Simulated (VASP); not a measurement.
MoS2:

```
Mo S
1.0
     3.10431    0.00000    0.00000
    -1.55215    2.68841    0.00000
     0.00000    0.00000   12.07242
Mo S
2 4
Direct
  0.66667 0.33333 0.75000
  0.33333 0.66667 0.25000
  0.66667 0.33333 0.37700
  0.33333 0.66667 0.87700
  0.66667 0.33333 0.12300
  0.33333 0.66667 0.62300
```

This cell differs from its parent crystal: volume scaled by 0.94.

Base run:

| Quantity | Value |
| --- | --- |
| Program | VASP 6.6.1 |
| Functional | PBEsol |
| Potentials or basis | VASP PAW PBE potentials, release 64 (Mo_sv, S) |
| Cutoff | 520 eV |
| k mesh | 10 × 10 × 3 |
| Occupations | fermi-dirac, width 0.05 eV |
| Spin | no spin polarisation |

Its results: band gap on the k mesh 0.83 eV, indirect (least direct gap 2.03 eV); pressure 7.2 GPa; largest force 0.752 eV/Å.

Task: After a change of settings the same cell gave: band gap on the k mesh 0.88 eV, indirect (least direct gap 2.03 eV); pressure 12.6 GPa; largest force 0.988 eV/Å. Which change was it?
A. functional from PBEsol to RPBE; dispersion from none to D4
B. functional from PBEsol to RPBE; dispersion from none to D3(BJ)
C. functional from PBEsol to PBE; dispersion from none to D4
D. functional from PBEsol to PBE

Result: D.

PBE binds less tightly than PBEsol, so the same cell stands under more pressure.

Caveats: this functional lacks dispersion, which binds the layers, so the pressure and a relaxed spacing across them are unreliable; the PAW data sets were made with another functional, which shifts forces and pressure a little (some runs).
